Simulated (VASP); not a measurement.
# SnO2 (R-3m) in VASP: a series of runs, part 2 of 2

VASP 6.6.1. Earlier steps stand in the parts before.

## (4) Single point, RPBE

This run uses another cell than the first one, of 17.43 Å³/atom, 1.202 times its volume.

INCAR reads:

```
SYSTEM = SnO2
ALGO = Normal ; EDIFF = 1E-7
ENCUT = 520 ; GGA = RP
ISIF = 2 ; ISMEAR = -1
LASPH = .True. ; LCHARG = .True.
LELF = .True. ; LREAL = .False.
LVHAR = .True. ; LWAVE = .False.
NBANDS = 20 ; NELM = 60
PREC = Accurate ; SIGMA = 0.05
```

KPOINTS reads:

```
k-points
0
Gamma
  10 10 10
  0 0 0
```

POSCAR reads:

```
SnO2
1.0
    1.6247219209      0.9380336384      5.7174636502
   -1.6247219209      0.9380336384      5.7174636502
    0.0000000000     -1.8760672768      5.7174636502
Sn O
1 2
Direct
    0.5000000000      0.5000000000      0.5000000000
    0.7739118894      0.7739118894      0.7739118894
    0.2260881106      0.2260881106      0.2260881106
```

Potentials or basis: VASP PAW PBE potentials, release 64 (Sn_d, O).

The run is started by

```console
$ cat potpaw_PBE.64/Sn_d/POTCAR potpaw_PBE.64/O/POTCAR > POTCAR
$ mpirun -np 1 vasp_std > vasp.out
```

OUTCAR:

```text
SYSTEM = SnO2
   EDIFF = 1E-7
   ENCUT = 520
   GGA = RP
   ISIF = 2
   ISMEAR = -1
   LASPH = .True.
   LREAL = .False.
   NELM = 60
   PREC = Accurate

 ion  position               nearest neighbor table
   1  0.500  0.500  0.500-   3 2.14   3 2.14   2 2.14   2 2.14   3 2.14   2 2.14
   2  0.774  0.774  0.774-   1 2.14   1 2.14   1 2.14
   3  0.226  0.226  0.226-   1 2.14   1 2.14   1 2.14

  LATTYP: Found a trigonal (rhomboedric) cell.
 ALAT       =     6.0173930417
 COS(alpha) =     0.8541953694

  Lattice vectors:

 A1 = (   1.6247219209,   0.9380336384,   5.7174636502)
 A2 = (  -1.6247219209,   0.9380336384,   5.7174636502)
 A3 = (   0.0000000000,  -1.8760672768,   5.7174636502)

Analysis of symmetry for initial positions (statically):
=====================================================================
 Subroutine PRICEL returns:
 Original cell was already a primitive cell.

 Routine SETGRP: Setting up the symmetry group for a
 trigonal (rhombohedral) supercell.

 Subroutine GETGRP returns: Found 12 space group operations
 (whereof 12 operations were pure point group operations)
 out of a pool of 12 trial point group operations.

The static configuration has the point symmetry D_3d.

Analysis of symmetry for dynamics (positions and initial velocities):
=====================================================================
 Subroutine PRICEL returns:
 Original cell was already a primitive cell.

 Routine SETGRP: Setting up the symmetry group for a
 trigonal (rhombohedral) supercell.

 Subroutine GETGRP returns: Found 12 space group operations
 (whereof 12 operations were pure point group operations)
 out of a pool of 12 trial point group operations.

The dynamic configuration has the point symmetry D_3d.

 Subroutine INISYM returns: Found 12 space group operations
 (whereof 12 operations are pure point group operations),
 and found     1 'primitive' translations

[... 107 lines left out ...]
   NELECT =      26.0000    total number of electrons
   NUPDOWN=      -1.0000    fix difference up-down
   EMIN   =  10.00;   EMAX   =-10.00  energy-range for DOS
   EFERMI =   0.00;   METHOD = LEGACY
   ISMEAR =    -1;   SIGMA  =   0.05  broadening in eV -4-tet -1-fermi 0-gaus
   EFERMI_NEDOS =   21; number of points for ismear=-14 and -15
   IALGO  =     38    algorithm
   IMIX   =      4    mixing-type and parameters
     AMIX     =   0.40;   BMIX     =  1.00
     AMIX_MAG =   1.60;   BMIX_MAG =  1.00
  volume/ion in A,a.u.               =      17.43       117.61
  Fermi-wavevector in a.u.,A,eV,Ry     =   1.297026  2.451023 22.888749  1.682276
  Thomas-Fermi vector in A             =   2.428445
   LORBIT       =      0    0 simple, 1 ext, 2 COOP (PROOUT), +10 PAW based schemes
   GGA     = RP    functional components
   LHFCALC =     F    Hartree Fock is set to
   AEXX    =    0.0000 exact exchange contribution
   IVDW    =     0    specifies the selected vdW correction
   LEPSILON=     F    determine dielectric tensor
   LRPA    =     F    only Hartree local field effects (RPA)
 non-spin polarized calculation
  energy-cutoff  :      520.00
  volume of cell :       52.28
 maximum number of plane-waves:      1426
 NGX is ok and might be reduce to    48
   NGX = 23   NGY = 23   NGZ = 23

 number of electron      26.0000006 magnetization

 Free energy of the ion-electron system (eV)
  ---------------------------------------------------
  ext. energy  EPLUGINS =         0.00000000
  ---------------------------------------------------
  free energy    TOTEN  =       -17.17996846 eV

  energy without entropy =      -17.17996846  energy(sigma->0) =      -17.17996846

 E-fermi :   2.6508     XC(G=0):  -8.5549

 val. band max:        1.4353381787   @ k =  -0.2000   0.2000   0.0000
 cond. band min:       3.7153492472   @ k =   0.0000   0.0000   0.0000
 fundamental gap:      2.2800110685
 Fermi energy:         2.6508361724

 k-point     1 :       0.0000    0.0000    0.0000
  band No.  band energies     occupation
      1     -18.5468      2.00000
      2     -18.3415      2.00000
      3     -18.3415      2.00000
      4     -18.1924      2.00000
      5     -18.1924      2.00000
      6     -16.3451      2.00000
[... 541 lines left out ...]
     19      14.3257      0.00000
     20      17.0434      0.00000

 [... further k-points ...]
[... 5 lines left out ...]
  --------------------------------------------------------------------------------------
  -------------------------------------------------------------------------------------
  Total        0.1844765      0.1844765      0.0651361      0.0000000      0.0000000      0.0000000
  in kB        5.6532674      5.6532674      1.9960914      0.0000000      0.0000000      0.0000000
  external PRESSURE =       4.4342087 kB  Pullay stress =       0.0000000 kB

 VOLUME and BASIS-vectors are now :
 -----------------------------------------------------------------------------
  energy-cutoff  :      520.00
  volume of cell :       52.28
      direct lattice vectors                 reciprocal lattice vectors
     1.624721921  0.938033638  5.717463650     0.307744971  0.177676642  0.058300910
    -1.624721921  0.938033638  5.717463650    -0.307744971  0.177676642  0.058300910
     0.000000000 -1.876067277  5.717463650     0.000000000 -0.355353283  0.058300910

 POSITION                                       TOTAL-FORCE (eV/Angst)
 -----------------------------------------------------------------------------------
      0.00000      0.00000      8.57620        -0.000000     -0.000000     -0.000000
      0.00000      0.00000     13.27444         0.000000     -0.000000     -0.048513
      0.00000      0.00000      3.87795         0.000000      0.000000      0.048513
 -----------------------------------------------------------------------------------
    total drift:                                0.000000      0.000000      0.000000

  FREE ENERGIE OF THE ION-ELECTRON SYSTEM (eV)
  ---------------------------------------------------
  free  energy   TOTEN  =       -17.1799684600 eV

  energy  without entropy=      -17.1799684599  energy(sigma->0) =      -17.17996846
```

OSZICAR:

```text
N       E                     dE             d eps       ncg     rms          rms(c)
DAV:   1     0.267187190840E+03    0.26719E+03   -0.13857E+04  4900   0.179E+03
DAV:   2     0.122774175101E+02   -0.25491E+03   -0.24129E+03  5132   0.489E+02
DAV:   3    -0.191323134012E+02   -0.31410E+02   -0.30991E+02  5440   0.146E+02
DAV:   4    -0.201067172261E+02   -0.97440E+00   -0.97346E+00  5264   0.283E+01
DAV:   5    -0.201276192263E+02   -0.20902E-01   -0.20901E-01  5596   0.434E+00    0.107E+01
DAV:   6    -0.171660319605E+02    0.29616E+01   -0.11645E+01  7052   0.569E+01    0.444E+00
DAV:   7    -0.171820474760E+02   -0.16016E-01   -0.72391E-01  4792   0.681E+00    0.217E+00
DAV:   8    -0.171774785318E+02    0.45689E-02   -0.72447E-02  4828   0.277E+00    0.542E-01
DAV:   9    -0.171789272858E+02   -0.14488E-02   -0.13226E-02  6196   0.160E+00    0.102E-01
DAV:  10    -0.171799240334E+02   -0.99675E-03   -0.25771E-03  4976   0.425E-01    0.344E-02
DAV:  11    -0.171799648848E+02   -0.40851E-04   -0.75699E-05  6384   0.856E-02    0.205E-02
DAV:  12    -0.171799683902E+02   -0.35054E-05   -0.12503E-05  5056   0.288E-02    0.606E-03
DAV:  13    -0.171799685315E+02   -0.14122E-06   -0.17311E-06  5688   0.113E-02    0.129E-03
DAV:  14    -0.171799684600E+02    0.71504E-07   -0.28963E-07  4660   0.587E-03
   1 F= -.17179968E+02 E0= -.17179968E+02  d E =-.163833E-10
```

stdout:

```text
POSCAR found type information on POSCAR SnO
 POSCAR found :  2 types and       3 ions
 scaLAPACK will be used
 -----------------------------------------------------------------------------
|                                                                             |
|                                                                             |
|     You enforced a specific xc type in the INCAR file but a different       |
|     I HOPE YOU KNOW WHAT YOU ARE DOING!                                     |
|                                                                             |
 -----------------------------------------------------------------------------

 LDA part: xc-table for (Slater+PW92), standard interpolation
 POSCAR, INCAR and KPOINTS ok, starting setup
 FFT: planning ... GRIDC
 FFT: planning ... GRID_SOFT
 FFT: planning ... GRID
 WAVECAR not read
 entering main loop
```

Wall time 3.6 min (1 thread of Intel Xeon Platinum 8488C (Sapphire Rapids), shared host); peak memory 0.38 GiB.

What came out:

- Free energy: -17.1800 eV
- Pressure: 0.4 GPa
- Largest force: 0.049 eV/Å
- Band gap on the k mesh: 2.28 eV, indirect (least direct gap 2.63 eV)

Forces in eV/Å, atoms in the order of the input:
```
Sn   0.000  0.000  0.000
O    0.000  0.000 -0.049
O    0.000  0.000  0.049
```

Caveat: the PAW data sets were made with another functional, which shifts forces and pressure a little; spin-orbit coupling is left out, which moves the levels of the heavy elements. A k mesh can miss the band edges.

## (5) The runs side by side

| level | cell | gap on the mesh (eV) | pressure (GPa) | largest force (eV/Å) |
| --- | --- | --- | --- | --- |
| BLYP | a = 5.151 Å, angles 36.6°, 3 atoms | 1.91 | 4.4 | 0.09 |
| revPBE | a = 6.351 Å, angles 29.6°, 3 atoms | 2.40 | 0.4 | 0.05 |
| RPBE | a = 6.017 Å, angles 31.3°, 3 atoms | 2.28 | 0.4 | 0.05 |

Alike in all rows: task single point; potentials or basis VASP PAW PBE potentials, release 64 (Sn_d, O); no spin polarisation; k mesh 10 × 10 × 10; cutoff (eV) 520; smearing fermi-dirac 0.05 eV.

Caveats: the PAW data sets were made with another functional, which shifts forces and pressure a little; spin-orbit coupling is left out, which moves the levels of the heavy elements.

Absolute energies hang on the potentials; compare differences alone.
